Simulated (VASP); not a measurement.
# As (R-3m) in VASP: further runs, part 2 of 3

VASP 6.6.1.

### 3 Electric field gradients, PBEsol (21.48 Å³/atom)

INCAR reads:

```
SYSTEM = As
ALGO     = Normal         ! electronic algorithm
EDIFF    = 1E-8           ! SCF threshold, eV
ENCUT    = 520            ! plane-wave cutoff, eV
GGA      = PS             ! functional
ISIF     = 2              ! what is computed and relaxed
ISMEAR   = -1             ! smearing method
LASPH    = .TRUE.         ! aspherical terms in the spheres
LCHARG   = .FALSE.        ! write CHGCAR
LEFG     = .TRUE.       
LREAL    = .FALSE.        ! projectors in reciprocal space
LWAVE    = .FALSE.        ! write WAVECAR
NBANDS   = 12             ! bands
NELM     = 60             ! most SCF steps
PREC     = Accurate       ! precision mode
SIGMA    = 0.05           ! smearing width, eV
```

KPOINTS reads:

```
k-points
0
G
  12 12 12
  0 0 0
```

POSCAR reads:

```
As
1.0
    1.8455844133      1.0655486578      3.6415376950
   -1.8455844133      1.0655486578      3.6415376950
    0.0000000000     -2.1310973156      3.6415376950
As
2
Direct
    0.2244335900      0.2244335900      0.2244335900
    0.7755664100      0.7755664100      0.7755664100
```

Potentials or basis: VASP PAW PBE potentials, release 64 (As).

The run is started by

```sh
> cat potpaw_PBE.64/As/POTCAR > POTCAR
> mpirun -np 1 vasp_std > vasp.out
```

OUTCAR:

```text
SYSTEM = As
   EDIFF = 1E-8
   ENCUT = 520
   GGA = PS
   ISIF = 2
   ISMEAR = -1
   LASPH = .TRUE.
   LREAL = .FALSE.
   NELM = 60
   PREC = Accurate

 ion  position               nearest neighbor table
   1  0.224  0.224  0.224-   2 2.48   2 2.48   2 2.48
   2  0.776  0.776  0.776-   1 2.48   1 2.48   1 2.48

  LATTYP: Found a trigonal (rhomboedric) cell.
 ALAT       =     4.2192857871
 COS(alpha) =     0.6173339462

  Lattice vectors:

 A1 = (   1.8455844133,   1.0655486578,   3.6415376950)
 A2 = (  -1.8455844133,   1.0655486578,   3.6415376950)
 A3 = (   0.0000000000,  -2.1310973156,   3.6415376950)

Analysis of symmetry for initial positions (statically):
=====================================================================
 Subroutine PRICEL returns:
 Original cell was already a primitive cell.

 Routine SETGRP: Setting up the symmetry group for a
 trigonal (rhombohedral) supercell.
[... 547 lines left out ...]
  energy-cutoff  :      520.00
  volume of cell :       42.97
      direct lattice vectors                 reciprocal lattice vectors
     1.845584413  1.065548658  3.641537695     0.270916896  0.156413943  0.091536423
    -1.845584413  1.065548658  3.641537695    -0.270916896  0.156413943  0.091536423
     0.000000000 -2.131097316  3.641537695     0.000000000 -0.312827885  0.091536423

 POSITION                                       TOTAL-FORCE (eV/Angst)
 -----------------------------------------------------------------------------------
      0.00000      0.00000      2.45185         0.000000      0.000000      0.659526
      0.00000      0.00000      8.47276         0.000000      0.000000     -0.659526
 -----------------------------------------------------------------------------------
    total drift:                                0.000000     -0.000000      0.000000

  FREE ENERGIE OF THE ION-ELECTRON SYSTEM (eV)
  ---------------------------------------------------
  free  energy   TOTEN  =       -10.1591949334 eV

  energy  without entropy=      -10.1566486798  energy(sigma->0) =      -10.15792181

 Electric field gradients (V/A^2)
---------------------------------------------------------------------
 ion       V_xx      V_yy      V_zz      V_xy      V_xz      V_yz
---------------------------------------------------------------------
   1      25.734    25.734   -51.469     0.000    -0.000     0.000
   2      25.734    25.734   -51.469     0.000    -0.000     0.000
---------------------------------------------------------------------

 Electric field gradients after diagonalization (V/A^2)
 (convention: |V_zz| > |V_xx| > |V_yy|)
----------------------------------------------------------------------
 ion       V_xx      V_yy      V_zz     asymmetry (V_yy - V_xx)/ V_zz
----------------------------------------------------------------------
   1      25.734    25.734   -51.469       0.000
   2      25.734    25.734   -51.469       0.000
----------------------------------------------------------------------

           NMR quadrupolar parameters

 Cq : quadrupolar parameter    Cq=e*Q*V_zz/h
 eta: asymmetry parameters     (V_yy - V_xx)/ V_zz
 Q  : nuclear electric quadrupole moment in mb (millibarn)
----------------------------------------------------------------------
 ion       Cq(MHz)       eta       Q (mb)
----------------------------------------------------------------------
   1      -0.124       0.000       1.000
   2      -0.124       0.000       1.000
----------------------------------------------------------------------
```

OSZICAR:

```text
N       E                     dE             d eps       ncg     rms          rms(c)
DAV:   1     0.275949604745E+02    0.27595E+02   -0.42352E+03  4536   0.696E+02
DAV:   2    -0.858504244262E+01   -0.36180E+02   -0.34649E+02  5980   0.111E+02
DAV:   3    -0.101961017155E+02   -0.16111E+01   -0.16027E+01  5724   0.238E+01
DAV:   4    -0.102038988954E+02   -0.77972E-02   -0.77967E-02  5136   0.191E+00
DAV:   5    -0.102039184479E+02   -0.19553E-04   -0.19553E-04  5684   0.102E-01    0.362E+00
DAV:   6    -0.101745537731E+02    0.29365E-01   -0.91268E-03  5172   0.503E-01    0.216E+00
DAV:   7    -0.101591750375E+02    0.15379E-01   -0.18835E-02  5108   0.745E-01    0.723E-02
DAV:   8    -0.101591781843E+02   -0.31468E-05   -0.59063E-04  5248   0.146E-01    0.255E-02
DAV:   9    -0.101591949269E+02   -0.16743E-04   -0.36224E-05  5512   0.355E-02    0.145E-02
DAV:  10    -0.101591948318E+02    0.95092E-07   -0.17876E-06  5384   0.765E-03    0.404E-03
DAV:  11    -0.101591949540E+02   -0.12218E-06   -0.41401E-07  5308   0.426E-03    0.866E-04
DAV:  12    -0.101591949224E+02    0.31646E-07   -0.38038E-08  5404   0.978E-04    0.203E-04
DAV:  13    -0.101591949380E+02   -0.15643E-07   -0.22373E-09  2872   0.277E-04    0.767E-05
DAV:  14    -0.101591949334E+02    0.45893E-08   -0.46799E-10  2620   0.142E-04
   1 F= -.10159195E+02 E0= -.10157922E+02  d E =-.254625E-02
```

Run time: 2.4 min. Hardware: 1 thread of Intel Xeon 8259CL, shared host; peak memory 0.23 GiB.

What came out:

```yaml
Free_energy: -10.1592 eV
Pressure: 2.9 GPa
Largest_force: 0.660 eV/Å
Band_gap_on_the_k_mesh: zero (bands 5 and 6 overlap by 0.60 eV)
Largest_electric_field_gradient_by_atom: As -51.5 V/Å²
```

Forces on the atoms (eV/Å):
```
As   0.000  0.000  0.660
As   0.000  0.000 -0.660
```

Electric field gradients, principal values (V/Å²):
```
atom   least  middle  greatest (by size)
1 As  25.734  25.734             -51.469
2 As  25.734  25.734             -51.469
```

Caveat: without QUAD_EFG the Cq values of the log hold for a quadrupole moment of 1 mb, not for the nuclei; the PAW data sets were made with another functional, which shifts forces and pressure a little.

### 4 Electric field gradients, PBEsol (22.05 Å³/atom)

This run uses another cell than the first one, of 22.05 Å³/atom.

INCAR reads:

```
PREC = Accurate ; ENCUT = 520
EDIFF = 1E-8 ; ISMEAR = -1
SIGMA = 0.05 ; LREAL = F
LASPH = T ; NELM = 100
ALGO = Normal ; ISIF = 2
LWAVE = F ; LCHARG = F
GGA = PS ; LEFG = T
NBANDS = 12
```

KPOINTS reads:

```
Automatic mesh
0
Gamma
  12 12 12
```

POSCAR reads:

```
As
1.0
    1.8616337790      1.0748147634      3.6732048296
   -1.8616337790      1.0748147634      3.6732048296
    0.0000000000     -2.1496295268      3.6732048296
As
2
Direct
    0.2244335900      0.2244335900      0.2244335900
    0.7755664100      0.7755664100      0.7755664100
```

Potentials or basis: VASP PAW PBE potentials, release 64 (As).

The run is started by

```sh
> cat potpaw_PBE.64/As/POTCAR > POTCAR
> mpirun -np 1 vasp_std > vasp.out
```

OUTCAR:

```text
PREC = Accurate
   ENCUT = 520
   EDIFF = 1E-8
   ISMEAR = -1
   LREAL = F
   LASPH = T
   NELM = 100
   ISIF = 2
   GGA = PS

 ion  position               nearest neighbor table
   1  0.224  0.224  0.224-   2 2.50   2 2.50   2 2.50
   2  0.776  0.776  0.776-   1 2.50   1 2.50   1 2.50

  LATTYP: Found a trigonal (rhomboedric) cell.
 ALAT       =     4.2559770703
 COS(alpha) =     0.6173339462

  Lattice vectors:

 A1 = (   1.8616337790,   1.0748147634,   3.6732048296)
 A2 = (  -1.8616337790,   1.0748147634,   3.6732048296)
 A3 = (   0.0000000000,  -2.1496295268,   3.6732048296)

Analysis of symmetry for initial positions (statically):
=====================================================================
 Subroutine PRICEL returns:
 Original cell was already a primitive cell.

 Routine SETGRP: Setting up the symmetry group for a
 trigonal (rhombohedral) supercell.

 Subroutine GETGRP returns: Found 12 space group operations
 (whereof 12 operations were pure point group operations)
 out of a pool of 12 trial point group operations.

The static configuration has the point symmetry D_3d.

Analysis of symmetry for dynamics (positions and initial velocities):
=====================================================================
 Subroutine PRICEL returns:
 Original cell was already a primitive cell.

 Routine SETGRP: Setting up the symmetry group for a
 trigonal (rhombohedral) supercell.

 Subroutine GETGRP returns: Found 12 space group operations
 (whereof 12 operations were pure point group operations)
 out of a pool of 12 trial point group operations.

The dynamic configuration has the point symmetry D_3d.

 Subroutine INISYM returns: Found 12 space group operations
 (whereof 12 operations are pure point group operations),
 and found     1 'primitive' translations

----------------------------------------------------------------------------------------

                                     Primitive cell

  volume of cell :      44.0985

  direct lattice vectors                    reciprocal lattice vectors
     1.861633779  1.074814763  3.673204830     0.268581289  0.155065480  0.090747276
    -1.861633779  1.074814763  3.673204830    -0.268581289  0.155065480  0.090747276
     0.000000000 -2.149629527  3.673204830     0.000000000 -0.310130959  0.090747276

  length of vectors
     4.255977070  4.255977070  4.255977070     0.323135080  0.323135080  0.323135080

  position of ions in fractional coordinates (direct lattice)
     0.224433590  0.224433590  0.224433590
     0.775566410  0.775566410  0.775566410

  ion indices of the primitive-cell ions
   primitive index   ion index
                 1           1
                 2           2

----------------------------------------------------------------------------------------

 KPOINTS: Automatic mesh

Automatic generation of k-mesh.
 Grid dimensions read from file:
 generate k-points for:   12   12   12

 Generating k-lattice:

  Cartesian coordinates                     Fractional coordinates (reciprocal lattice)
[... 73 lines left out ...]
   EMIN   =  10.00;   EMAX   =-10.00  energy-range for DOS
   EFERMI =   0.00;   METHOD = LEGACY
   ISMEAR =    -1;   SIGMA  =   0.05  broadening in eV -4-tet -1-fermi 0-gaus
   EFERMI_NEDOS =   21; number of points for ismear=-14 and -15
   IALGO  =     38    algorithm
   IMIX   =      4    mixing-type and parameters
     AMIX     =   0.40;   BMIX     =  1.00
     AMIX_MAG =   1.60;   BMIX_MAG =  1.00
  volume/ion in A,a.u.               =      22.05       148.80
  Fermi-wavevector in a.u.,A,eV,Ry     =   0.998313  1.886538 13.559960  0.996629
  Thomas-Fermi vector in A             =   2.130528
   LORBIT       =      0    0 simple, 1 ext, 2 COOP (PROOUT), +10 PAW based schemes
   GGA     = PS    functional components
   LHFCALC =     F    Hartree Fock is set to
   AEXX    =    0.0000 exact exchange contribution
   IVDW    =     0    specifies the selected vdW correction
   LEPSILON=     F    determine dielectric tensor
   LRPA    =     F    only Hartree local field effects (RPA)
 non-spin polarized calculation
  energy-cutoff  :      520.00
  volume of cell :       44.10
 maximum number of plane-waves:      1203
   NGX = 15   NGY = 15   NGZ = 15

 number of electron      10.0000000 magnetization

 Free energy of the ion-electron system (eV)
  ---------------------------------------------------
  ext. energy  EPLUGINS =         0.00000000
  ---------------------------------------------------
  free energy    TOTEN  =       -10.17239181 eV

  energy without entropy =      -10.17013052  energy(sigma->0) =      -10.17126116

 E-fermi :   5.2586     XC(G=0):  -9.9816

 val. band max:        5.2351064233   @ k =   0.5000   0.0833   0.0833
 cond. band min:       5.2692531406   @ k =  -0.4167   0.5000   0.4167
 fundamental gap:      0.0341467173
 Fermi energy:         5.2585549806

 k-point     1 :       0.0000    0.0000    0.0000
  band No.  band energies     occupation
      1      -9.9059      2.00000
      2      -0.9441      2.00000
      3       2.3884      2.00000
      4       3.2529      2.00000
      5       3.2529      2.00000
      6       6.5319      0.00000
      7       7.9095      0.00000
      8       7.9095      0.00000
      9      12.2719      0.00000
     10      12.2719      0.00000
     11      12.7284      0.00000
     12      13.7839      0.00000
[... 331 lines left out ...]
 k-point    24 :      -0.4167    0.1667   -0.0000
  band No.  band energies     occupation
      1      -6.9619      2.00000
      2      -5.7871      2.00000
      3       0.4551      2.00000
      4       1.8485      2.00000
      5       3.2558      2.00000
      6       6.0058      0.00000
      7       6.6540      0.00000
      8       8.4947      0.00000
      9      12.6636      0.00000
     10      14.2176      0.00000
     11      14.9186      0.00000
     12      16.3818      0.00000

 [... further k-points ...]
[... 5 lines left out ...]
  --------------------------------------------------------------------------------------
  -------------------------------------------------------------------------------------
  Total        0.3854431      0.3854431     -0.0848331      0.0000000      0.0000000      0.0000000
  in kB       14.0038212     14.0038212     -3.0821332      0.0000000      0.0000000      0.0000000
  external PRESSURE =       8.3085031 kB  Pullay stress =       0.0000000 kB

 VOLUME and BASIS-vectors are now :
 -----------------------------------------------------------------------------
  energy-cutoff  :      520.00
  volume of cell :       44.10
      direct lattice vectors                 reciprocal lattice vectors
     1.861633779  1.074814763  3.673204830     0.268581289  0.155065480  0.090747276
    -1.861633779  1.074814763  3.673204830    -0.268581289  0.155065480  0.090747276
     0.000000000 -2.149629527  3.673204830     0.000000000 -0.310130959  0.090747276

 POSITION                                       TOTAL-FORCE (eV/Angst)
 -----------------------------------------------------------------------------------
      0.00000      0.00000      2.47317         0.000000      0.000000      0.438602
      0.00000      0.00000      8.54644         0.000000      0.000000     -0.438602
 -----------------------------------------------------------------------------------
    total drift:                                0.000000     -0.000000      0.000000

  FREE ENERGIE OF THE ION-ELECTRON SYSTEM (eV)
  ---------------------------------------------------
  free  energy   TOTEN  =       -10.1723918090 eV

  energy  without entropy=      -10.1701305167  energy(sigma->0) =      -10.17126116

 Electric field gradients (V/A^2)
---------------------------------------------------------------------
 ion       V_xx      V_yy      V_zz      V_xy      V_xz      V_yz
---------------------------------------------------------------------
   1      25.734    25.734   -51.468     0.000     0.000     0.000
   2      25.734    25.734   -51.468    -0.000    -0.000     0.000
---------------------------------------------------------------------

 Electric field gradients after diagonalization (V/A^2)
 (convention: |V_zz| > |V_xx| > |V_yy|)
----------------------------------------------------------------------
 ion       V_xx      V_yy      V_zz     asymmetry (V_yy - V_xx)/ V_zz
----------------------------------------------------------------------
   1      25.734    25.734   -51.468       0.000
   2      25.734    25.734   -51.468       0.000
----------------------------------------------------------------------

           NMR quadrupolar parameters

 Cq : quadrupolar parameter    Cq=e*Q*V_zz/h
 eta: asymmetry parameters     (V_yy - V_xx)/ V_zz
 Q  : nuclear electric quadrupole moment in mb (millibarn)
----------------------------------------------------------------------
 ion       Cq(MHz)       eta       Q (mb)
----------------------------------------------------------------------
   1      -0.124       0.000       1.000
   2      -0.124       0.000       1.000
----------------------------------------------------------------------
```

stdout:

```text
POSCAR found type information on POSCAR As
 POSCAR found :  1 types and       2 ions
 scaLAPACK will be used
 -----------------------------------------------------------------------------
|                                                                             |
|                                                                             |
|     You enforced a specific xc type in the INCAR file but a different       |
|     I HOPE YOU KNOW WHAT YOU ARE DOING!                                     |
|                                                                             |
 -----------------------------------------------------------------------------

 LDA part: xc-table for (Slater+PW92), standard interpolation
 POSCAR, INCAR and KPOINTS ok, starting setup
 FFT: planning ... GRIDC
 FFT: planning ... GRID_SOFT
 FFT: planning ... GRID
 WAVECAR not read
 entering main loop
ion   1

ion   2
```

Wall time 2.4 min (1 thread of Intel Xeon 8259CL, shared host); peak memory 0.23 GiB.

Results:

| Property | Result |
| --- | --- |
| Free energy | -10.1724 eV |
| Pressure | 0.8 GPa |
| Largest force | 0.439 eV/Å |
| Band gap on the k mesh | zero (bands 5 and 6 overlap by 0.53 eV) |
| Largest electric field gradient by atom | As -51.5 V/Å² |

Forces on the atoms (eV/Å):
```
As   0.000  0.000  0.439
As   0.000  0.000 -0.439
```

Electric field gradients, principal values (V/Å²):
| atom | least | middle | greatest (by size) |
| --- | --- | --- | --- |
| 1 As | 25.734 | 25.734 | -51.468 |
| 2 As | 25.734 | 25.734 | -51.468 |

Caveat: without QUAD_EFG the Cq values of the log hold for a quadrupole moment of 1 mb, not for the nuclei; the PAW data sets were made with another functional, which shifts forces and pressure a little.

[end of part 2 of 3]

The gap in the log of VASP goes by the Fermi energy; the results here count the filled bands.